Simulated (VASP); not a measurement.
Fe:

```xyz
1
Lattice="0.0000 1.7718 1.7718 1.7718 0.0000 1.7718 1.7718 1.7718 0.0000" Properties=species:S:1:pos:R:3 pbc="T T T"
Fe    0.0000    0.0000    0.0000
```

This isn't the form of Fe at room conditions, which is bcc.

| Property | Result |
| --- | --- |
| Program | VASP 6.6.1 |
| Task | relaxation of cell and atoms |
| Functional | PBE |
| Potentials or basis | VASP PAW PBE potentials, release 64 (Fe) |
| Cutoff | 600 eV |
| k mesh | 18 × 18 × 18 |
| Occupations | fermi-dirac, width 0.05 eV |
| Spin | collinear spin, ferromagnetic start |
| Starting moments | [3.0] μB |

At the start: pressure -9.4 GPa; volume 11.12 Å³/atom.

Question: Where does the relaxation end?

Answer: Over 4 steps the energy falls by 18.8 meV/atom and the volume is 10.55 Å³/atom (-5.2 %); space group Fm-3m (No. 225, to 0.1 Å) before and after; moment 1.04 μB per cell.

The path:
| step | energy change (eV) | largest force (eV/Å) | pressure (GPa) | volume (Å³) |
| --- | --- | --- | --- | --- |
| 1 | 0.0000 | 0.0000 | -9.37 | 11.12 |
| 2 | -0.0064 | 0.0000 | 9.42 | 10.11 |
| 3 | -0.0188 | 0.0000 | 0.18 | 10.54 |
| 4 | -0.0188 | 0.0000 | -0.04 | 10.55 |

Final structure:
```
Fe
1.0
     0.00000    1.74074    1.74074
     1.74074    0.00000    1.74074
     1.74074    1.74074    0.00000
Fe
1
Direct
  0.00000 0.00000 0.00000
```
